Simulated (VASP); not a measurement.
GaSb:

```
Ga Sb
1.0
    -1.55590    2.67500    2.89331
     1.55590   -2.67500    2.89331
     1.55590    2.67500   -2.89331
Ga Sb
1 1
Direct
  0.00000 0.00000 0.00000
  0.50000 0.50000 0.00000
```

| Item | Value |
| --- | --- |
| Program | VASP 6.6.1 |
| Task | relaxation of cell and atoms |
| Functional | PBE |
| Potentials or basis | VASP PAW PBE potentials, release 64 (Ga_d, Sb) |
| Cutoff | 600 eV |
| k mesh | 16 × 16 × 16 |
| Occupations | gaussian, width 0.1 eV |
| Spin | no spin polarisation |

At the start: pressure -0.0 GPa; volume 24.08 Å³/atom.

Problem. How do energy, volume and symmetry change on relaxing?

Solution. Over 13 steps the energy falls by 4.8 meV/atom and the volume is 24.01 Å³/atom (-0.3 %); space group Immm (No. 71, to 0.1 Å) before and after.

The path:
```csv
step,energy change (eV),largest force (eV/Å),pressure (GPa),volume (Å³)
1,0.0000,0.0000,-0.03,48.17
2,-0.0046,0.0000,-0.02,48.13
3,-0.0083,0.0000,0.09,48.02
4,-0.0095,0.0000,-0.09,48.13
5,-0.0095,0.0000,-0.08,48.13
6,-0.0095,0.0000,-0.12,48.13
7,-0.0096,0.0000,0.07,47.96
8,-0.0096,0.0000,-0.03,48.03
9,-0.0096,0.0000,0.08,48.01
10,-0.0096,0.0000,-0.02,48.02
11,-0.0096,0.0000,0.04,48.01
12,-0.0096,0.0000,-0.03,48.02
13,-0.0096,0.0000,0.00,48.02
```

Final structure:
```cif
data_structure
_symmetry_space_group_name_H-M 'P 1'
_symmetry_Int_Tables_number 1
_cell_length_a 4.1973
_cell_length_b 4.1973
_cell_length_c 4.1973
_cell_angle_alpha 135.033
_cell_angle_beta 103.666
_cell_angle_gamma 93.223
_cell_volume 48.02
loop_
_atom_site_label
_atom_site_type_symbol
_atom_site_fract_x
_atom_site_fract_y
_atom_site_fract_z
_atom_site_occupancy
Ga1 Ga 0.00000 0.00000 0.00000 1
Sb1 Sb 0.50000 0.50000 0.00000 1
```
